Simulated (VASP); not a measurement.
# Fe (Fm-3m) in VASP: further runs

Runs on Fe. Level: PBE. Tasks: single point.

All numbers are computed with VASP 6.6.1; they aren't measurements. Logs are shortened: lines on timing, memory, paths and dates and some standing lists are left out, and cuts for length are marked.

## Step 1: The cell of the first run

It takes space group Fm-3m (No. 225, cubic). Conventional cell: a = 3.557 Å, b = 3.557 Å, c = 3.557 Å, α = 90.00°, β = 90.00°, γ = 90.00°. Fe (site symmetry m-3m) has 12 Fe at 2.52 Å within 3.3 Å.

This isn't the form of Fe at room conditions, which is bcc.

## Step 2: Single point, PBE, collinear spin

Contents of INCAR:

```
SYSTEM = Fe
  ALGO = Normal
  EDIFF = 1E-6
  ENCUT = 520
  GGA = PE
  ISIF = 2
  ISMEAR = 0
  ISPIN = 2
  LASPH = .TRUE.
  LCHARG = .TRUE.
  LELF = .TRUE.
  LMAXMIX = 4
  LORBIT = 11
  LREAL = .FALSE.
  LVHAR = .TRUE.
  LWAVE = .FALSE.
  MAGMOM = 0 4
  NBANDS = 19
  NELM = 150
  PREC = Accurate
  SIGMA = 0.1
```

Contents of KPOINTS:

```
k-points
0
G
  6 12 12
  0 0 0
```

Contents of POSCAR:

```
Fe
1.0
    0.0000000000      3.5570000000      3.5570000000
    1.7785000000      0.0000000000      1.7785000000
    1.7785000000      1.7785000000      0.0000000000
Fe
2
Direct
    0.0000000000      0.0000000000      0.0000000000
    0.5000000000      0.0000000000      0.0000000000
```

Potentials or basis: VASP PAW PBE potentials, release 64 (Fe).

Run with:

```sh
$ cat potpaw_PBE.64/Fe/POTCAR > POTCAR
$ mpirun -np 1 vasp_std > vasp.out
```

OUTCAR:

```text
SYSTEM = Fe
   EDIFF = 1E-6
   ENCUT = 520
   GGA = PE
   ISIF = 2
   ISMEAR = 0
   ISPIN = 2
   LASPH = .TRUE.
   LORBIT = 11
   LREAL = .FALSE.
   NELM = 150
   PREC = Accurate

 ion  position               nearest neighbor table
   1  0.000  0.000  0.000-   2 2.52   2 2.52   2 2.52   2 2.52   2 2.52   2 2.52
   2  0.500  0.000  0.000-   1 2.52   1 2.52   1 2.52   1 2.52   1 2.52   1 2.52

  LATTYP: Found a trigonal (rhomboedric) cell.
 ALAT       =     4.3564175075
 COS(alpha) =     0.8333333333

  Lattice vectors:

 A1 = (   1.7785000000,  -1.7785000000,  -3.5570000000)
 A2 = (   3.5570000000,  -1.7785000000,  -1.7785000000)
 A3 = (   1.7785000000,  -3.5570000000,  -1.7785000000)

Analysis of symmetry for initial positions (statically):
=====================================================================
 Subroutine PRICEL returns following result:

  LATTYP: Found a face centered cubic cell.
 ALAT       =     3.5570000000

  Lattice vectors:

 A1 = (   0.0000000000,   1.7785000000,   1.7785000000)
 A2 = (   1.7785000000,   0.0000000000,   1.7785000000)
 A3 = (   1.7785000000,   1.7785000000,   0.0000000000)

   2 primitive cells build up your supercell.

 Routine SETGRP: Setting up the symmetry group for a
 trigonal (rhombohedral) supercell.

 Subroutine GETGRP returns: Found 12 space group operations
 (whereof 12 operations were pure point group operations)
 out of a pool of 12 trial point group operations.

The static configuration has the point symmetry D_3d.

Analysis of symmetry for dynamics (positions and initial velocities):
=====================================================================
 Subroutine PRICEL returns following result:

  LATTYP: Found a face centered cubic cell.
 ALAT       =     3.5570000000

  Lattice vectors:

 A1 = (   0.0000000000,   1.7785000000,   1.7785000000)
 A2 = (   1.7785000000,   0.0000000000,   1.7785000000)
 A3 = (   1.7785000000,   1.7785000000,   0.0000000000)

   2 primitive cells build up your supercell.

 Routine SETGRP: Setting up the symmetry group for a
 trigonal (rhombohedral) supercell.

 Subroutine GETGRP returns: Found 12 space group operations
 (whereof 12 operations were pure point group operations)
 out of a pool of 12 trial point group operations.

The dynamic configuration has the point symmetry D_3d.

Analysis of structural, dynamic, and magnetic symmetry:
=====================================================================
 Subroutine PRICEL returns:
 Original cell was already a primitive cell.

 Routine SETGRP: Setting up the symmetry group for a
 trigonal (rhombohedral) supercell.

 Subroutine GETGRP returns: Found 12 space group operations
 (whereof 12 operations were pure point group operations)
 out of a pool of 12 trial point group operations.

The overall configuration has the point symmetry D_3d.

 Subroutine INISYM returns: Found 12 space group operations
 (whereof 12 operations are pure point group operations),
 and found     1 'primitive' translations

----------------------------------------------------------------------------------------

                                     Primitive cell

  volume of cell :      22.5020

  direct lattice vectors                    reciprocal lattice vectors
     0.000000000  3.557000000  3.557000000    -0.140567894  0.140567894  0.140567894
     1.778500000  0.000000000  1.778500000     0.281135789 -0.281135789  0.281135789
     1.778500000  1.778500000  0.000000000     0.281135789  0.281135789 -0.281135789

  length of vectors
     5.030357641  2.515178821  2.515178821     0.243470735  0.486941470  0.486941470

  position of ions in fractional coordinates (direct lattice)
     0.000000000  0.000000000  0.000000000
     0.500000000  0.000000000  0.000000000

  ion indices of the primitive-cell ions
   primitive index   ion index
                 1           1
                 2           2

----------------------------------------------------------------------------------------

 KPOINTS: k-points

Automatic generation of k-mesh.
[... 33 lines left out ...]
 -----------------------------------------------------------------------------

 Subroutine IBZKPT returns following result:
 ===========================================

 Found     98 irreducible k-points:

 Following reciprocal coordinates:
            Coordinates               Weight
  0.000000  0.000000  0.000000      1.000000
  0.166667  0.000000  0.000000      2.000000
  0.333333  0.000000  0.000000      2.000000
  0.500000  0.000000  0.000000      1.000000
  0.000000  0.083333  0.000000      6.000000
  0.166667  0.083333  0.000000      6.000000
[... 16 lines left out ...]
  0.000000  0.333333  0.000000      6.000000
  0.166667  0.333333  0.000000      6.000000
 [... further k-points ...]
   k-points           NKPTS =     98   k-points in BZ     NKDIM =     98   number of bands    NBANDS=     19
   number of dos      NEDOS =    301   number of ions     NIONS =      2
   total plane-waves  NPLWV =  16000
   dimension x,y,z NGX =    40 NGY =   20 NGZ =   20
   dimension x,y,z NGXF=    80 NGYF=   40 NGZF=   40
   ions per type =               2
   NGX,Y,Z   is equivalent  to a cutoff of  13.22, 13.22, 13.22 a.u.
   NGXF,Y,Z  is equivalent  to a cutoff of  26.44, 26.44, 26.44 a.u.
 SYSTEM =  Fe
   PREC   = accura    normal or accurate (medium, high low for compatibility)
   ISTART =      0    job   : 0-new  1-cont  2-samecut
   ICHARG =      2    charge: 1-file 2-atom 10-const
   ISPIN  =      2    spin polarized calculation?
   LNONCOLLINEAR =      F non collinear calculations
   LSORBIT =      F    spin-orbit coupling
   LASPH  =      T    aspherical Exc in radial PAW
   ENCUT  =  520.0 eV  38.22 Ry    6.18 a.u.   9.35  4.68  4.68*2*pi/ulx,y,z
   NELM   =    150;   NELMIN=  2; NELMDL= -5     # of ELM steps
   EDIFF  = 0.1E-05   stopping-criterion for ELM
   LREAL  =      F    real-space projection
   EDIFFG = 0.1E-04   stopping-criterion for IOM
   NSW    =      0    number of steps for IOM
   IBRION =     -1    ionic relax: 0-MD 1-quasi-New 2-CG
   NFREE  =      0    steps in history (QN), initial steepest desc. (CG)
   ISIF   =      2    stress and relaxation
   ISYM   =      2    0-nonsym 1-usesym 2-fastsym
   POTIM  = 0.5000    time-step for ionic-motion
   TEBEG  =    0.0;   TEEND  =   0.0 temperature during run
   PSTRESS=    0.0 pullay stress
   NELECT =      16.0000    total number of electrons
   NUPDOWN=      -1.0000    fix difference up-down
   EMIN   =  10.00;   EMAX   =-10.00  energy-range for DOS
   EFERMI =   0.00;   METHOD = LEGACY
   ISMEAR =     0;   SIGMA  =   0.10  broadening in eV -4-tet -1-fermi 0-gaus
   EFERMI_NEDOS =   21; number of points for ismear=-14 and -15
   IALGO  =     38    algorithm
   IMIX   =      4    mixing-type and parameters
     AMIX     =   0.40;   BMIX     =  1.00
     AMIX_MAG =   1.60;   BMIX_MAG =  1.00
  volume/ion in A,a.u.               =      11.25        75.93
  Fermi-wavevector in a.u.,A,eV,Ry     =   1.461193  2.761255 29.049600  2.135085
  Thomas-Fermi vector in A             =   2.577554
   LORBIT       =     11    0 simple, 1 ext, 2 COOP (PROOUT), +10 PAW based schemes
   GGA     = PE    functional components
   LHFCALC =     F    Hartree Fock is set to
   AEXX    =    0.0000 exact exchange contribution
   IVDW    =     0    specifies the selected vdW correction
   LEPSILON=     F    determine dielectric tensor
   LRPA    =     F    only Hartree local field effects (RPA)
 spin polarized calculation
 Gauss-broadening in eV      SIGMA  =   0.10
  energy-cutoff  :      520.00
  volume of cell :       22.50
 maximum number of plane-waves:       617
 NGX is ok and might be reduce to    40
   NGX = 19   NGY =  9   NGZ =  9

 number of electron      15.9999989 magnetization       1.6313243

 Free energy of the ion-electron system (eV)
  ---------------------------------------------------
  ext. energy  EPLUGINS =         0.00000000
  ---------------------------------------------------
  free energy    TOTEN  =       -16.09297386 eV

  energy without entropy =      -16.07576559  energy(sigma->0) =      -16.08436972

 E-fermi :   5.9342     XC(G=0): -13.2063

 val. band max:        5.9280156287   @ k =  -0.1667   0.4167   0.0833
 cond. band min:       5.9359949728   @ k =  -0.3333   0.0833   0.0000
 fundamental gap:      0.0079793441
 Fermi energy:         5.9342447166

 spin component 1

 k-point     1 :       0.0000    0.0000    0.0000
  band No.  band energies     occupation
      1      -2.5440      1.00000
      2       1.2721      1.00000
      3       3.7122      1.00000
      4       3.7122      1.00000
      5       4.1495      1.00000
      6       4.1737      1.00000
[... 517 lines left out ...]
     18      27.6960      0.00000
     19      28.6480      0.00000

 [... further k-points ...]

 spin component 2

 k-point     1 :       0.0000    0.0000    0.0000
  band No.  band energies     occupation
      1      -2.4585      1.00000
      2       1.6782      1.00000
      3       4.5123      1.00000
      4       4.5123      1.00000
      5       4.7486      1.00000
      6       4.9695      1.00000
[... 517 lines left out ...]
     18      27.8407      0.00000
     19      28.8918      0.00000

 [... further k-points ...]

------------------------ aborting loop because EDIFF is reached ----------------------------------------

  FORCE on cell =-STRESS in cart. coord.  units (eV):
  Direction    XX          YY          ZZ          XY          YZ          ZX
  --------------------------------------------------------------------------------------
  -------------------------------------------------------------------------------------
  Total       -1.8583751     -1.8583751     -1.8583751     -0.1046459      0.1046459     -0.1046459
  in kB     -132.3190422   -132.3190422   -132.3190422     -7.4509447      7.4509447     -7.4509447
  external PRESSURE =    -132.3190422 kB  Pullay stress =       0.0000000 kB

 VOLUME and BASIS-vectors are now :
 -----------------------------------------------------------------------------
  energy-cutoff  :      520.00
  volume of cell :       22.50
      direct lattice vectors                 reciprocal lattice vectors
     0.000000000  3.557000000  3.557000000    -0.140567894  0.140567894  0.140567894
     1.778500000  0.000000000  1.778500000     0.281135789 -0.281135789  0.281135789
     1.778500000  1.778500000  0.000000000     0.281135789  0.281135789 -0.281135789

 POSITION                                       TOTAL-FORCE (eV/Angst)
 -----------------------------------------------------------------------------------
      0.00000      0.00000      0.00000         0.000000     -0.000000     -0.000000
      0.00000      1.77850      1.77850        -0.000000      0.000000      0.000000
 -----------------------------------------------------------------------------------
    total drift:                               -0.000000     -0.000000     -0.000000

  FREE ENERGIE OF THE ION-ELECTRON SYSTEM (eV)
  ---------------------------------------------------
  free  energy   TOTEN  =       -16.0929738550 eV

  energy  without entropy=      -16.0757655858  energy(sigma->0) =      -16.08436972

 total charge

# of ion       s       p       d       tot
------------------------------------------
    1        0.493   0.542   6.261   7.296
    2        0.493   0.550   6.223   7.266
--------------------------------------------------
tot          0.986   1.092  12.484  14.562

 magnetization (x)

# of ion       s       p       d       tot
------------------------------------------
    1       -0.008  -0.023  -0.067  -0.098
    2       -0.000  -0.005   1.723   1.717
--------------------------------------------------
tot         -0.008  -0.028   1.655   1.620
```

Wall time 2.5 min (1 thread of Intel Xeon 8259CL, shared host); peak memory 0.2 GiB.

Results:

```yaml
Free_energy: -16.0930 eV
Pressure: -13.2 GPa
Net_moment: 1.63 μB per cell
Site_moments: Fe -0.10, +1.72 μB
Valence_electrons_inside_the_program's_atomic_spheres: Fe 7.30, 7.27
```

Caveat: the cell stands under tension.

[end of part 1 of 2]
